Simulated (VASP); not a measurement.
# CaMn2Bi2 (P-3m1) in VASP: single point with PBEsol

Aim: the single point of CaMn2Bi2 with PBEsol.

Everything below comes from runs of VASP 6.6.1. Logs are shortened: lines on timing, memory, paths and dates and some standing lists are left out, and cuts for length are marked.

## Step 1: The cell of the first run

Symmetry: P-3m1, No. 164, trigonal system. Conventional cell: a = 4.427 Å, b = 4.427 Å, c = 7.782 Å, α = 90.00°, β = 90.00°, γ = 120.00°. Within 3.7 Å of Bi (site symmetry 3m) lie 4 Mn at 2.77 to 2.78 Å and 3 Ca at 3.22 Å. Within 3.7 Å of Mn (site symmetry 3m) lie 4 Bi at 2.77 to 2.78 Å and 3 Mn at 3.07 Å. Ca (site symmetry -3m) has 6 Bi at 3.22 Å and 6 Mn at 3.97 Å within 4.2 Å.

## Step 2: Single point, PBEsol, collinear spin, ferromagnetic start

Contents of INCAR:

```
PREC = Accurate
ENCUT = 500
EDIFF = 1E-6
ISMEAR = -1
SIGMA = 0.05
LREAL = False
LASPH = True
NELM = 200
ALGO = Normal
ISIF = 2
LWAVE = False
LCHARG = False
ISPIN = 2
MAGMOM = 0 0 4 4 0
LORBIT = 11
LMAXMIX = 4
GGA = PS
NBANDS = 45
GGA_COMPAT = False
```

Contents of KPOINTS:

```
Automatic mesh
0
Gamma
  7 7 4
```

Contents of POSCAR:

```
CaMn2Bi2
1.0
    4.4265494633      0.0000000000      0.0000000000
   -2.2132747317      3.8335042863      0.0000000000
    0.0000000000      0.0000000000      7.7823157755
Bi Mn Ca
2 2 1
Direct
    0.3333333333      0.6666666667      0.7478470179
    0.6666666667      0.3333333333      0.2521529821
    0.3333333333      0.6666666667      0.3907022748
    0.6666666667      0.3333333333      0.6092977252
    0.0000000000      0.0000000000      0.0000000000
```

Potentials or basis: VASP PAW PBE potentials, release 64 (Bi_d, Mn_pv, Ca_sv).

Started as:

```sh
$ cat potpaw_PBE.64/Bi_d/POTCAR potpaw_PBE.64/Mn_pv/POTCAR potpaw_PBE.64/Ca_sv/POTCAR > POTCAR
$ mpirun -np 1 vasp_std > vasp.out
```

OUTCAR:

```text
PREC = Accurate
   ENCUT = 500
   EDIFF = 1E-6
   ISMEAR = -1
   LREAL = False
   LASPH = True
   NELM = 200
   ISIF = 2
   ISPIN = 2
   LORBIT = 11
   GGA = PS

 ion  position               nearest neighbor table
   1  0.333  0.667  0.748-   4 2.77   4 2.77   4 2.77   3 2.78   5 3.22   5 3.22   5 3.22
   2  0.667  0.333  0.252-   3 2.77   3 2.77   3 2.77   4 2.78   5 3.22   5 3.22   5 3.22
   3  0.333  0.667  0.391-   2 2.77   2 2.77   2 2.77   1 2.78   4 3.07   4 3.07   4 3.07
   4  0.667  0.333  0.609-   1 2.77   1 2.77   1 2.77   2 2.78   3 3.07   3 3.07   3 3.07
   5  0.000  0.000  0.000-   1 3.22   2 3.22   2 3.22   1 3.22   2 3.22   1 3.22

  LATTYP: Found a hexagonal cell.
 ALAT       =     4.4265494633
 C/A-ratio  =     1.7580998112

  Lattice vectors:

 A1 = (   4.4265494633,   0.0000000000,   0.0000000000)
 A2 = (  -2.2132747317,   3.8335042863,   0.0000000000)
 A3 = (   0.0000000000,   0.0000000000,   7.7823157755)

Analysis of symmetry for initial positions (statically):
=====================================================================
 Subroutine PRICEL returns:
 Original cell was already a primitive cell.

 Routine SETGRP: Setting up the symmetry group for a
 hexagonal supercell.

 Subroutine GETGRP returns: Found 12 space group operations
 (whereof 12 operations were pure point group operations)
 out of a pool of 24 trial point group operations.

The static configuration has the point symmetry D_3d.

Analysis of symmetry for dynamics (positions and initial velocities):
=====================================================================
 Subroutine PRICEL returns:
 Original cell was already a primitive cell.

 Routine SETGRP: Setting up the symmetry group for a
 hexagonal supercell.

 Subroutine GETGRP returns: Found 12 space group operations
 (whereof 12 operations were pure point group operations)
 out of a pool of 24 trial point group operations.

The dynamic configuration has the point symmetry D_3d.

Analysis of structural, dynamic, and magnetic symmetry:
=====================================================================
 Subroutine PRICEL returns:
 Original cell was already a primitive cell.

 Routine SETGRP: Setting up the symmetry group for a
 hexagonal supercell.

 Subroutine GETGRP returns: Found 12 space group operations
 (whereof 12 operations were pure point group operations)
 out of a pool of 24 trial point group operations.

The overall configuration has the point symmetry D_3d.

 Subroutine INISYM returns: Found 12 space group operations
 (whereof 12 operations are pure point group operations),
 and found     1 'primitive' translations

[... 125 lines left out ...]
   GGA     = PS    functional components
   LHFCALC =     F    Hartree Fock is set to
   AEXX    =    0.0000 exact exchange contribution
   IVDW    =     0    specifies the selected vdW correction
   LEPSILON=     F    determine dielectric tensor
   LRPA    =     F    only Hartree local field effects (RPA)
 spin polarized calculation
  energy-cutoff  :      500.00
  volume of cell :      132.06
 maximum number of plane-waves:      3376
   NGX = 17   NGY = 17   NGZ = 29

 number of electron      65.9999992 magnetization       8.3195977

 Free energy of the ion-electron system (eV)
  ---------------------------------------------------
  ext. energy  EPLUGINS =         0.00000000
  ---------------------------------------------------
  free energy    TOTEN  =       -29.57024185 eV

  energy without entropy =      -29.52406067  energy(sigma->0) =      -29.54715126

 E-fermi :   5.7248     XC(G=0):  -9.9888

 val. band max:        5.7111943605   @ k =   0.1429   0.1429   0.0000
 cond. band min:       5.7317317388   @ k =   0.2857  -0.0000   0.2500
 fundamental gap:      0.0205373783
 Fermi energy:         5.7247908894

 spin component 1

 k-point     1 :       0.0000    0.0000    0.0000
  band No.  band energies     occupation
      1     -44.2962      1.00000
      2     -44.2962      1.00000
      3     -44.2784      1.00000
      4     -44.2784      1.00000
      5     -44.2271      1.00000
      6     -44.2124      1.00000
[... 1141 lines left out ...]
     44       9.3745      0.00000
     45       9.5540      0.00000

 [... further k-points ...]

 spin component 2

 k-point     1 :       0.0000    0.0000    0.0000
  band No.  band energies     occupation
      1     -40.2984      1.00000
      2     -40.2811      1.00000
      3     -40.2794      1.00000
      4     -40.2794      1.00000
      5     -40.2583      1.00000
      6     -40.2583      1.00000
[... 1141 lines left out ...]
     44       9.6957      0.00000
     45      10.0177      0.00000

 [... further k-points ...]
[... 5 lines left out ...]
  --------------------------------------------------------------------------------------
  -------------------------------------------------------------------------------------
  Total       -0.0019502     -0.0019502      0.0095012      0.0000000      0.0000000      0.0000000
  in kB       -0.0236598     -0.0236598      0.1152707      0.0000000      0.0000000      0.0000000
  external PRESSURE =       0.0226503 kB  Pullay stress =       0.0000000 kB

 VOLUME and BASIS-vectors are now :
 -----------------------------------------------------------------------------
  energy-cutoff  :      500.00
  volume of cell :      132.06
      direct lattice vectors                 reciprocal lattice vectors
     4.426549463  0.000000000  0.000000000     0.225909596  0.130428966  0.000000000
    -2.213274732  3.833504286  0.000000000     0.000000000  0.260857932  0.000000000
     0.000000000  0.000000000  7.782315775     0.000000000  0.000000000  0.128496456

 POSITION                                       TOTAL-FORCE (eV/Angst)
 -----------------------------------------------------------------------------------
     -0.00000      2.55567      5.81998         0.000000     -0.000000     -0.000689
      2.21327      1.27783      1.96233        -0.000000      0.000000      0.000689
     -0.00000      2.55567      3.04057        -0.000000      0.000000     -0.002470
      2.21327      1.27783      4.74175         0.000000     -0.000000      0.002470
      0.00000      0.00000      0.00000        -0.000000      0.000000     -0.000000
 -----------------------------------------------------------------------------------
    total drift:                               -0.000000      0.000000      0.000000

  FREE ENERGIE OF THE ION-ELECTRON SYSTEM (eV)
  ---------------------------------------------------
  free  energy   TOTEN  =       -29.5702418459 eV

  energy  without entropy=      -29.5240606739  energy(sigma->0) =      -29.54715126

 total charge

# of ion       s       p       d       tot
------------------------------------------
    1        1.428   1.712   9.902  13.043
    2        1.428   1.712   9.902  13.043
    3        0.275   6.192   4.977  11.444
    4        0.275   6.192   4.977  11.444
    5        2.041   5.838   0.255   8.134
--------------------------------------------------
tot          5.448  21.645  30.013  57.107

 magnetization (x)

# of ion       s       p       d       tot
------------------------------------------
    1        0.006  -0.082   0.017  -0.059
    2        0.006  -0.082   0.017  -0.059
    3        0.042   0.040   3.762   3.845
    4        0.042   0.040   3.762   3.845
    5        0.006  -0.001   0.026   0.031
--------------------------------------------------
tot          0.102  -0.085   7.585   7.602
```

OSZICAR:

```text
N       E                     dE             d eps       ncg     rms          rms(c)
DAV:   1     0.797896384404E+03    0.79790E+03   -0.34869E+04  5040   0.170E+03
DAV:   2     0.436913489283E+02   -0.75421E+03   -0.73124E+03  5040   0.511E+02
DAV:   3    -0.279204953030E+02   -0.71612E+02   -0.69402E+02  5580   0.171E+02
DAV:   4    -0.318108224226E+02   -0.38903E+01   -0.38261E+01  7480   0.377E+01
DAV:   5    -0.320483082026E+02   -0.23749E+00   -0.23673E+00  7838   0.742E+00    0.143E+01
DAV:   6    -0.351691889733E+02   -0.31209E+01   -0.53992E+01  6316   0.405E+01    0.294E+01
DAV:   7    -0.292720613325E+02    0.58971E+01   -0.20299E+01  5951   0.299E+01    0.652E+00
DAV:   8    -0.295689822382E+02   -0.29692E+00   -0.15740E+00  6090   0.512E+00    0.399E+00
DAV:   9    -0.295496568617E+02    0.19325E-01   -0.60174E-01  6838   0.522E+00    0.188E+00
DAV:  10    -0.295570602861E+02   -0.74034E-02   -0.95680E-02  6344   0.155E+00    0.119E+00
DAV:  11    -0.295691059399E+02   -0.12046E-01   -0.32917E-02  6871   0.138E+00    0.316E-01
DAV:  12    -0.295702063997E+02   -0.11005E-02   -0.36203E-03  6469   0.282E-01    0.100E-01
DAV:  13    -0.295702300298E+02   -0.23630E-04   -0.38842E-04  6825   0.188E-01    0.381E-02
DAV:  14    -0.295702352261E+02   -0.51964E-05   -0.57893E-05  7298   0.579E-02    0.183E-02
DAV:  15    -0.295702408888E+02   -0.56627E-05   -0.13426E-05  5858   0.194E-02    0.107E-02
DAV:  16    -0.295702418459E+02   -0.95702E-06   -0.43454E-06  4937   0.136E-02
   1 F= -.29570242E+02 E0= -.29547151E+02  d E =-.461812E-01  mag=     8.3197
```

Run time: 4 min. Hardware: 1 thread of Intel Xeon Platinum 8375C at 2.90GHz (Ice Lake), shared host; peak memory 0.43 GiB.

Results:

```
Free energy                                           : -29.5702 eV
Pressure                                              : 0.0 GPa
Net moment                                            : 8.32 μB per cell
Site moments                                          : Bi -0.06; Mn +3.85; Ca +0.03 μB
Valence electrons inside the program's atomic spheres : Bi 13.04; Mn 11.44; Ca 8.13
```

Forces in eV/Å, atoms in the order of the input:
```
Bi   0.000  0.000 -0.001
Bi   0.000  0.000  0.001
Mn   0.000  0.000 -0.002
Mn   0.000  0.000  0.002
Ca   0.000  0.000  0.000
```

Levels at points of the mesh, in eV from the Fermi level:
Spin up:
| k point | band 35 | band 36 | band 37 | band 38 | band 39 | band 40 |
| --- | --- | --- | --- | --- | --- | --- |
| (0.00, 0.00, 0.00) | 0.04 | 0.85 | 0.85 | 1.62 | 1.62 | 2.07 |
| (0.00, 0.00, 0.50) | 0.39 | 0.39 | 0.85 | 0.85 | 1.92 | 2.33 |
Spin down:
| k point | band 26 | band 27 | band 28 | band 29 | band 30 | band 31 | band 32 | band 33 |
| --- | --- | --- | --- | --- | --- | --- | --- | --- |
| (0.00, 0.00, 0.00) | -1.51 | -1.44 | -1.44 | 0.18 | 0.18 | 1.13 | 1.25 | 1.25 |
| (0.00, 0.00, 0.50) | -1.71 | -1.20 | -1.20 | 0.33 | 0.33 | 1.10 | 1.10 | 1.10 |

Caveat: the PAW data sets were made with another functional, which shifts forces and pressure a little; spin-orbit coupling is left out, which moves the levels of the heavy elements.
